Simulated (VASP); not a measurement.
# Ti3S2 (R32) in VASP: notebook

Ti3S2 is run at these levels: PBEsol; tasks: single point.

Everything below comes from runs of VASP 6.6.1. Logs are shortened: lines on timing, memory, paths and dates and some standing lists are left out, and cuts for length are marked.

## Step 1: The cell of the first run

Symmetry: R32, No. 155, trigonal system. The conventional cell has a = 5.480 Å, b = 5.480 Å, c = 9.713 Å, α = 90.00°, β = 90.00°, γ = 120.00°. Within 3.3 Å of Ti (site symmetry 2) lie 4 S at 2.43 to 2.46 Å and 8 Ti at 3.15 to 3.24 Å. S (site symmetry 3) has 6 Ti at 2.43 to 2.46 Å and 4 S at 3.16 to 3.26 Å within 3.3 Å.

## Step 2: Single point, PBEsol

Input file INCAR:

```
SYSTEM = Ti3S2
PREC     = Accurate       ! precision mode
ENCUT    = 520            ! plane-wave cutoff, eV
EDIFF    = 1E-7           ! SCF threshold, eV
ISMEAR   = -1             ! smearing method
SIGMA    = 0.05           ! smearing width, eV
LREAL    = .FALSE.        ! projectors in reciprocal space
LASPH    = .TRUE.         ! aspherical terms in the spheres
NELM     = 100            ! most SCF steps
ALGO     = Normal         ! electronic algorithm
ISIF     = 2              ! what is computed and relaxed
LWAVE    = .FALSE.        ! write WAVECAR
LCHARG   = .FALSE.        ! write CHGCAR
GGA      = PS             ! functional
NBANDS   = 32             ! bands
```

Input file KPOINTS:

```
Automatic mesh
0
G
  5 5 5
  0 0 0
```

Input file POSCAR:

```
Ti3S2
1.0
    2.7402450633      1.5820812249      3.2376184047
   -2.7402450633      1.5820812249      3.2376184047
    0.0000000000     -3.1641624499      3.2376184047
Ti S
3 2
Direct
    0.0000000000      0.3356550000      0.6643450000
    0.6643450000      0.0000000000      0.3356550000
    0.3356550000      0.6643450000      0.0000000000
    0.1678390000      0.1678390000      0.1678390000
    0.8321610000      0.8321610000      0.8321610000
```

Potentials or basis: VASP PAW PBE potentials, release 64 (Ti_sv, S).

On the command line:

```sh
cat potpaw_PBE.64/Ti_sv/POTCAR potpaw_PBE.64/S/POTCAR > POTCAR
mpirun -np 1 vasp_std > vasp.out
```

OUTCAR:

```text
SYSTEM = Ti3S2
   PREC = Accurate
   ENCUT = 520
   EDIFF = 1E-7
   ISMEAR = -1
   LREAL = .FALSE.
   LASPH = .TRUE.
   NELM = 100
   ISIF = 2
   GGA = PS

 ion  position               nearest neighbor table
   1  0.000  0.336  0.664-   5 2.43   4 2.43   5 2.46   4 2.46
   2  0.664  0.000  0.336-   4 2.43   5 2.43   4 2.46   5 2.46
   3  0.336  0.664  0.000-   4 2.43   5 2.43   4 2.46   5 2.46
   4  0.168  0.168  0.168-   3 2.43   2 2.43   1 2.43   2 2.46   3 2.46   1 2.46
   5  0.832  0.832  0.832-   3 2.43   1 2.43   2 2.43   1 2.46   3 2.46   2 2.46

  LATTYP: Found a trigonal (rhomboedric) cell.
 ALAT       =     4.5270406386
 COS(alpha) =     0.2672091844

  Lattice vectors:

 A1 = (   2.7402450633,   1.5820812249,   3.2376184047)
 A2 = (  -2.7402450633,   1.5820812249,   3.2376184047)
 A3 = (   0.0000000000,  -3.1641624499,   3.2376184047)

Analysis of symmetry for initial positions (statically):
=====================================================================
 Subroutine PRICEL returns:
 Original cell was already a primitive cell.

 Routine SETGRP: Setting up the symmetry group for a
 trigonal (rhombohedral) supercell.

 Subroutine GETGRP returns: Found  6 space group operations
 (whereof  6 operations were pure point group operations)
 out of a pool of 12 trial point group operations.

The static configuration has the point symmetry D_3 .

Analysis of symmetry for dynamics (positions and initial velocities):
=====================================================================
 Subroutine PRICEL returns:
 Original cell was already a primitive cell.

 Routine SETGRP: Setting up the symmetry group for a
 trigonal (rhombohedral) supercell.

 Subroutine GETGRP returns: Found  6 space group operations
 (whereof  6 operations were pure point group operations)
 out of a pool of 12 trial point group operations.

The dynamic configuration has the point symmetry D_3 .

 Subroutine INISYM returns: Found  6 space group operations
 (whereof  6 operations are pure point group operations),
 and found     1 'primitive' translations

----------------------------------------------------------------------------------------

                                     Primitive cell

  volume of cell :      84.2161
[... 86 lines left out ...]
   LASPH  =      T    aspherical Exc in radial PAW
   ENCUT  =  520.0 eV  38.22 Ry    6.18 a.u.   8.42  8.42  8.42*2*pi/ulx,y,z
   NELM   =    100;   NELMIN=  2; NELMDL= -5     # of ELM steps
   EDIFF  = 0.1E-06   stopping-criterion for ELM
   LREAL  =      F    real-space projection
   EDIFFG = 0.1E-05   stopping-criterion for IOM
   NSW    =      0    number of steps for IOM
   IBRION =     -1    ionic relax: 0-MD 1-quasi-New 2-CG
   NFREE  =      0    steps in history (QN), initial steepest desc. (CG)
   ISIF   =      2    stress and relaxation
   ISYM   =      2    0-nonsym 1-usesym 2-fastsym
   POTIM  = 0.5000    time-step for ionic-motion
   TEBEG  =    0.0;   TEEND  =   0.0 temperature during run
   PSTRESS=    0.0 pullay stress
   NELECT =      48.0000    total number of electrons
   NUPDOWN=      -1.0000    fix difference up-down
   EMIN   =  10.00;   EMAX   =-10.00  energy-range for DOS
   EFERMI =   0.00;   METHOD = LEGACY
   ISMEAR =    -1;   SIGMA  =   0.05  broadening in eV -4-tet -1-fermi 0-gaus
   EFERMI_NEDOS =   21; number of points for ismear=-14 and -15
   IALGO  =     38    algorithm
   IMIX   =      4    mixing-type and parameters
     AMIX     =   0.40;   BMIX     =  1.00
     AMIX_MAG =   1.60;   BMIX_MAG =  1.00
  volume/ion in A,a.u.               =      16.84       113.66
  Fermi-wavevector in a.u.,A,eV,Ry     =   1.357345  2.565010 25.067172  1.842385
  Thomas-Fermi vector in A             =   2.484271
   LORBIT       =      0    0 simple, 1 ext, 2 COOP (PROOUT), +10 PAW based schemes
   GGA     = PS    functional components
   LHFCALC =     F    Hartree Fock is set to
   AEXX    =    0.0000 exact exchange contribution
   IVDW    =     0    specifies the selected vdW correction
   LEPSILON=     F    determine dielectric tensor
   LRPA    =     F    only Hartree local field effects (RPA)
 non-spin polarized calculation
  energy-cutoff  :      520.00
  volume of cell :       84.22
 maximum number of plane-waves:      2293
 NGX is ok and might be reduce to    36
   NGX = 17   NGY = 17   NGZ = 17

 number of electron      47.9999997 magnetization

 Free energy of the ion-electron system (eV)
  ---------------------------------------------------
  ext. energy  EPLUGINS =         0.00000000
  ---------------------------------------------------
  free energy    TOTEN  =       -38.99410859 eV

  energy without entropy =      -38.97606821  energy(sigma->0) =      -38.98508840

 E-fermi :   8.2198     XC(G=0): -11.2801

 val. band max:        8.2117976134   @ k =   0.0000   0.0000   0.0000
 cond. band min:       8.2440690306   @ k =   0.2000   0.2000   0.2000
 fundamental gap:      0.0322714171
 Fermi energy:         8.2198440717

 k-point     1 :       0.0000    0.0000    0.0000
  band No.  band energies     occupation
      1     -48.5853      2.00000
      2     -48.5404      2.00000
      3     -48.5404      2.00000
      4     -25.0431      2.00000
      5     -25.0431      2.00000
      6     -24.9911      2.00000
[... 654 lines left out ...]
     31      10.4038      0.00000
     32      10.6271      0.00000

------------------------ aborting loop because EDIFF is reached ----------------------------------------

  FORCE on cell =-STRESS in cart. coord.  units (eV):
  Direction    XX          YY          ZZ          XY          YZ          ZX
  --------------------------------------------------------------------------------------
  -------------------------------------------------------------------------------------
  Total       -3.3814761     -3.3814761     -3.4148359      0.0000000      0.0000000      0.0000000
  in kB      -64.3312241    -64.3312241    -64.9658803      0.0000000      0.0000000      0.0000000
  external PRESSURE =     -64.5427761 kB  Pullay stress =       0.0000000 kB

 VOLUME and BASIS-vectors are now :
 -----------------------------------------------------------------------------
  energy-cutoff  :      520.00
  volume of cell :       84.22
      direct lattice vectors                 reciprocal lattice vectors
     2.740245063  1.582081225  3.237618405     0.182465432  0.105346466  0.102956338
    -2.740245063  1.582081225  3.237618405    -0.182465432  0.105346466  0.102956338
     0.000000000 -3.164162450  3.237618405     0.000000000 -0.210692933  0.102956338

 POSITION                                       TOTAL-FORCE (eV/Angst)
 -----------------------------------------------------------------------------------
     -0.91978     -1.57106      3.23762         0.048729     -0.084401      0.000000
      1.82047     -0.01102      3.23762         0.048729      0.084401      0.000000
     -0.90069      1.58208      3.23762        -0.097458      0.000000      0.000000
      0.00000     -0.00000      1.63020         0.000000     -0.000000      0.065569
      0.00000     -0.00000      8.08266         0.000000      0.000000     -0.065569
 -----------------------------------------------------------------------------------
    total drift:                                0.000000      0.000000     -0.000000

  FREE ENERGIE OF THE ION-ELECTRON SYSTEM (eV)
  ---------------------------------------------------
  free  energy   TOTEN  =       -38.9941085883 eV

  energy  without entropy=      -38.9760682073  energy(sigma->0) =      -38.98508840
```

OSZICAR:

```text
N       E                     dE             d eps       ncg     rms          rms(c)
DAV:   1     0.603491716816E+03    0.60349E+03   -0.23645E+04  1216   0.173E+03
DAV:   2     0.374937751079E+02   -0.56600E+03   -0.54773E+03  1224   0.525E+02
DAV:   3    -0.360213199710E+02   -0.73515E+02   -0.71266E+02  1912   0.163E+02
DAV:   4    -0.436746038167E+02   -0.76533E+01   -0.75647E+01  1952   0.464E+01
DAV:   5    -0.440687678873E+02   -0.39416E+00   -0.39397E+00  1760   0.967E+00    0.199E+01
DAV:   6    -0.389917360429E+02    0.50770E+01   -0.33057E+01  1704   0.420E+01    0.687E+00
DAV:   7    -0.390075260622E+02   -0.15790E-01   -0.22290E+00  1848   0.978E+00    0.432E+00
DAV:   8    -0.389933843633E+02    0.14142E-01   -0.19273E-01  1592   0.254E+00    0.730E-01
DAV:   9    -0.389929560228E+02    0.42834E-03   -0.26425E-02  1944   0.870E-01    0.490E-01
DAV:  10    -0.389940468579E+02   -0.10908E-02   -0.40584E-03  1520   0.524E-01    0.872E-02
DAV:  11    -0.389941018298E+02   -0.54972E-04   -0.45053E-04  2008   0.119E-01    0.401E-02
DAV:  12    -0.389941098255E+02   -0.79958E-05   -0.37325E-05  1432   0.489E-02    0.120E-02
DAV:  13    -0.389941084254E+02    0.14001E-05   -0.11139E-05  1840   0.193E-02    0.291E-03
DAV:  14    -0.389941086844E+02   -0.25895E-06   -0.14604E-06  1640   0.913E-03    0.129E-03
DAV:  15    -0.389941085883E+02    0.96115E-07   -0.11153E-07  1080   0.307E-03
   1 F= -.38994109E+02 E0= -.38985088E+02  d E =-.180404E-01
```

stdout:

```text
POSCAR found type information on POSCAR TiS
 POSCAR found :  2 types and       5 ions
 scaLAPACK will be used
 -----------------------------------------------------------------------------
|                                                                             |
|                                                                             |
|     You enforced a specific xc type in the INCAR file but a different       |
|     I HOPE YOU KNOW WHAT YOU ARE DOING!                                     |
|                                                                             |
 -----------------------------------------------------------------------------

 LDA part: xc-table for (Slater+PW92), standard interpolation
 POSCAR, INCAR and KPOINTS ok, starting setup
 FFT: planning ... GRIDC
 FFT: planning ... GRID_SOFT
 FFT: planning ... GRID
 WAVECAR not read
 entering main loop
```

It took 56 s on 1 thread of Intel Xeon 8259CL, shared host; peak memory 0.22 GiB.

Results:

| Quantity | Value |
| --- | --- |
| Free energy | -38.9941 eV |
| Pressure | -6.5 GPa |
| Largest force | 0.097 eV/Å |
| Band gap on the k mesh | zero (bands 24 and 25 overlap by 0.15 eV) |

Forces in eV/Å, atoms in the order of the input:
```
Ti   0.049 -0.084  0.000
Ti   0.049  0.084  0.000
Ti  -0.097  0.000  0.000
S    0.000  0.000  0.066
S    0.000  0.000 -0.066
```

Caveat: the cell stands under tension; the PAW data sets were made with another functional, which shifts forces and pressure a little.

## Step 3: Single point, PBEsol

This run uses another cell than the first one, of 17.18 Å³/atom.

Input file INCAR:

```
SYSTEM = Ti3S2
ALGO = Normal ; EDIFF = 1E-7
ENCUT = 520 ; GGA = PS
ISIF = 2 ; ISMEAR = -1
LASPH = .TRUE. ; LCHARG = .FALSE.
LREAL = .FALSE. ; LWAVE = .FALSE.
NBANDS = 32 ; NELM = 100
PREC = Accurate ; SIGMA = 0.05
```

Input file KPOINTS:

```
k-points
0
G
  5 5 5
  0 0 0
```

POSCAR: that of step 2 with these lines changed.

```diff
@@ -2,5 +2,5 @@
 1.0
-    2.7402450633      1.5820812249      3.2376184047
-   -2.7402450633      1.5820812249      3.2376184047
-    0.0000000000     -3.1641624499      3.2376184047
+    2.7673762026      1.5977453955      3.2376184047
+   -2.7673762026      1.5977453955      3.2376184047
+    0.0000000000     -3.1954907910      3.2376184047
 Ti S
```

Potentials or basis: VASP PAW PBE potentials, release 64 (Ti_sv, S).

On the command line:

```sh
cat potpaw_PBE.64/Ti_sv/POTCAR potpaw_PBE.64/S/POTCAR > POTCAR
mpirun -np 1 vasp_std > vasp.out
```

It took 54 s on 1 thread of Intel Xeon 8259CL, shared host; peak memory 0.22 GiB.

Results (log left out):

| Quantity | Value |
| --- | --- |
| Free energy | -38.9161 eV |
| Pressure | -8.4 GPa |
| Largest force | 0.150 eV/Å |
| Band gap on the k mesh | zero (bands 24 and 25 overlap by 0.15 eV) |

Forces on the atoms (eV/Å):
```
Ti   0.075 -0.130  0.000
Ti   0.075  0.130  0.000
Ti  -0.150  0.000  0.000
S    0.000  0.000  0.095
S    0.000  0.000 -0.095
```

Stress tensor (GPa, compression positive):
```
-8.59  0.00  0.00
 0.00 -8.59  0.00
 0.00  0.00 -8.06
```

Levels at points of the mesh, in eV from the Fermi level:
| k point | band 22 | band 23 | band 24 | band 25 | band 26 | band 27 |
| --- | --- | --- | --- | --- | --- | --- |
| (0.00, 0.00, 0.00) | -1.38 | 0.00 | 0.00 | 0.53 | 0.53 | 1.67 |

Caveat: the cell stands under tension; the PAW data sets were made with another functional, which shifts forces and pressure a little.

## Step 4: Single point, PBEsol

This run uses another cell than the first one, of 17.86 Å³/atom.

Input file INCAR:

```
ALGO     = Normal         # electronic algorithm
EDIFF    = 1E-7           # SCF threshold, eV
ENCUT    = 520            # plane-wave cutoff, eV
GGA      = PS             # functional
ISIF     = 2              # what is computed and relaxed
ISMEAR   = -1             # smearing method
LASPH    = True           # aspherical terms in the spheres
LCHARG   = True           # write CHGCAR
LELF     = True           # ELF
LREAL    = False          # projectors in reciprocal space
LVHAR    = True         
LWAVE    = False          # write WAVECAR
NBANDS   = 32             # bands
NELM     = 60             # most SCF steps
PREC     = Accurate       # precision mode
SIGMA    = 0.05           # smearing width, eV
```

Input file KPOINTS:

```
k-points
0
Gamma
  5 5 5
```

POSCAR: that of step 3 with these lines changed.

```diff
@@ -2,5 +2,5 @@
 1.0
-    2.7673762026      1.5977453955      3.2376184047
-   -2.7673762026      1.5977453955      3.2376184047
-    0.0000000000     -3.1954907910      3.2376184047
+    2.8216384811      1.6290737366      3.2376184047
+   -2.8216384811      1.6290737366      3.2376184047
+    0.0000000000     -3.2581474732      3.2376184047
 Ti S
```

On the command line:

```sh
cat potpaw_PBE.64/Ti_sv/POTCAR potpaw_PBE.64/S/POTCAR > POTCAR
mpirun -np 1 vasp_std > vasp.out
```

It took 59 s on 1 thread of Intel Xeon 8259CL, shared host; peak memory 0.22 GiB.

Results (log left out):

```yaml
Free_energy: -38.6947 eV
Pressure: -11.8 GPa
Largest_force: 0.244 eV/Å
Band_gap_on_the_k_mesh: zero (bands 24 and 25 overlap by 0.21 eV)
```

Forces on the atoms (eV/Å):
```
Ti   0.122 -0.211  0.000
Ti   0.122  0.211  0.000
Ti  -0.244  0.000  0.000
S    0.000  0.000  0.151
S    0.000  0.000 -0.151
```

Stress tensor (GPa, compression positive):
```
-12.28   0.00   0.00
  0.00 -12.28   0.00
  0.00   0.00 -10.73
```

Levels at points of the mesh, in eV from the Fermi level:
| k point | band 20 | band 21 | band 22 | band 23 | band 24 | band 25 | band 26 | band 27 | band 28 | band 29 |
| --- | --- | --- | --- | --- | --- | --- | --- | --- | --- | --- |
| (0.00, 0.00, 0.00) | -3.95 | -1.99 | -1.34 | 0.01 | 0.01 | 0.49 | 0.49 | 1.58 | 1.58 | 1.86 |

Caveat: the cell stands under tension; the PAW data sets were made with another functional, which shifts forces and pressure a little.

## Step 5: The runs side by side

| cell | gap on the mesh (eV) | pressure (GPa) | largest force (eV/Å) |
| --- | --- | --- | --- |
| a = 4.527 Å, angles 74.5°, 5 atoms | none | -6.5 | 0.10 |
| a = 4.549 Å, angles 74.9°, 5 atoms | none | -8.4 | 0.15 |
| a = 4.593 Å, angles 75.8°, 5 atoms | none | -11.8 | 0.24 |

Alike in all rows: task single point; level PBEsol; potentials or basis VASP PAW PBE potentials, release 64 (Ti_sv, S); no spin polarisation; k mesh 5 × 5 × 5; cutoff (eV) 520; smearing fermi-dirac 0.05 eV.

Caveats: the cell stands under tension; the PAW data sets were made with another functional, which shifts forces and pressure a little.

Total energies depend on the potentials used, so only differences within one code and one set of settings carry meaning.
